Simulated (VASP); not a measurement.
Runs of VASP 6.6.1 on IrAu. The structure is that of space group P6_3/mmc (No. 194), or close to it. The cells are those of the table. 

| task | spin | cell | k mesh | cutoff (eV) | k mesh for the DOS | occupations for the DOS | gap on the mesh (eV) | pressure (GPa) |
| --- | --- | --- | --- | --- | --- | --- | --- | --- |
| single point | off | a = 4.744, b = 4.744, c = 3.927 Å, angles 90.0, 90.0, 120.0°, 4 atoms | 6 × 6 × 4 | 520 | - | - | none | (a) |
| single point | collinear, ferromagnetic start | a = 2.816, b = 2.816, c = 9.388 Å, angles 90.0, 90.0, 120.0°, 4 atoms | 6 × 6 × 2 | 520 | - | - | none | 0.5 |
| relaxation of cell and atoms | off | relaxed from a = 4.744, b = 4.744, c = 3.927 Å, angles 90.0, 90.0, 120.0°, 4 atoms | 6 × 6 × 4 | 600 | - | - | - | 0.2 |
| single point | off | a = 2.816, b = 2.816, c = 9.388 Å, angles 90.0, 90.0, 120.0°, 4 atoms | 6 × 6 × 4 | 520 | - | - | none | -0.1 |

Alike in all rows: level PBE; potentials or basis VASP PAW PBE potentials, release 64 (Ir, Au); smearing gaussian 0.1 eV.

Q: Estimate the missing entries.

A: (a) 51.3.

Caveats: all runs use coarse meshes; spin-orbit coupling is left out, which moves the levels of the heavy elements; the bands computed are all filled at some k points, so no gap is given (some runs).

A k mesh can miss the band edges, and the runs leave out spin-orbit coupling on Au, Ir.

A gap of «none» marks levels without a gap at the run's occupations.
